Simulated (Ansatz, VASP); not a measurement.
# SiGe in VASP and in Ansatz

File INCAR:

```
SYSTEM = SiGe
ALGO = Normal ; EDIFF = 1E-7
ENCUT = 520 ; GGA = PS
ISIF = 2 ; ISMEAR = 0
LASPH = .TRUE. ; LCHARG = .FALSE.
LREAL = .FALSE. ; LWAVE = .FALSE.
NBANDS = 26 ; NELM = 60
PREC = Accurate ; SIGMA = 0.03
```

Contents of KPOINTS:

```
k-points
0
G
  12 12 6
  0 0 0
```

File POSCAR:

```
SiGe
1.0
    3.6708940450      0.0000000000      0.0000000000
   -1.8354470225      3.1790874975      0.0000000000
    0.0000000000      0.0000000000      7.2742436395
Si Ge
2 2
Direct
    0.6666666667      0.3333333333      0.8745463082
    0.3333333333      0.6666666667      0.3745463082
    0.6666666667      0.3333333333      0.5004526918
    0.3333333333      0.6666666667      0.0004526918
```

Input for Ansatz:

```yaml
crystal:
  lattice:
    - [3.670894045, 0.0, 0.0]
    - [-1.8354470225, 3.1790874975, 0.0]
    - [0.0, 0.0, 7.2742436395]
  atoms:
    - { symbol: Si, position: [0.6666666667, 0.3333333333, 0.8745463082] }
    - { symbol: Si, position: [0.3333333333, 0.6666666667, 0.3745463082] }
    - { symbol: Ge, position: [0.6666666667, 0.3333333333, 0.5004526918] }
    - { symbol: Ge, position: [0.3333333333, 0.6666666667, 0.0004526918] }
basis:
  ecutwfc: 420
kpoints:
  mp_grid: { grid: [12, 12, 6] }
hamiltonian:
  xc: pbesol
  pseudopotentials: { kind: paw, azcp: { folder: soft_1 } }
scf:
  occupations: { method: gaussian, width: 0.03 }
output:
  forces: true
  stress: true
  eigenvalues: true
```

Alike in both runs: task single point; functional PBEsol; k mesh 12 × 12 × 6; occupations gaussian, width 0.03 eV; no spin polarisation.

|  | VASP | Ansatz |
| --- | --- | --- |
| version | VASP 6.6.1 | Ansatz 0.2.0 |
| potentials or method | VASP PAW PBE potentials, release 64 (Si, Ge_d), cutoff 520 eV | scalar-relativistic, plane waves, PAW |
| valence electrons in the cell | 36 | 36 |

Ansatz gave:

| Property | Result |
| --- | --- |
| gap on the k mesh at the Fermi level (eV) | none |
| pressure (GPa) | 3.7 |
| traceless stress, the component that is largest in VASP (GPa) | -17.41 |
| rms of the force components (eV/Å) | 0.571 |

Which values does VASP return?

gap on the k mesh at the Fermi level (eV): none; pressure (GPa): 3.7; traceless stress, the component that is largest in VASP (GPa): -17.45; rms of the force components (eV/Å): 0.567.

VASP's potentials were made for PBE, not for PBEsol, and Ansatz warns of the same on its side. Atom by atom the forces differ by 0.004 eV/Å (rms over components). A gap of «none» marks a metal or a gap that the smearing closes. With one functional, cell and mesh, what is left measures potentials, basis and numerics.
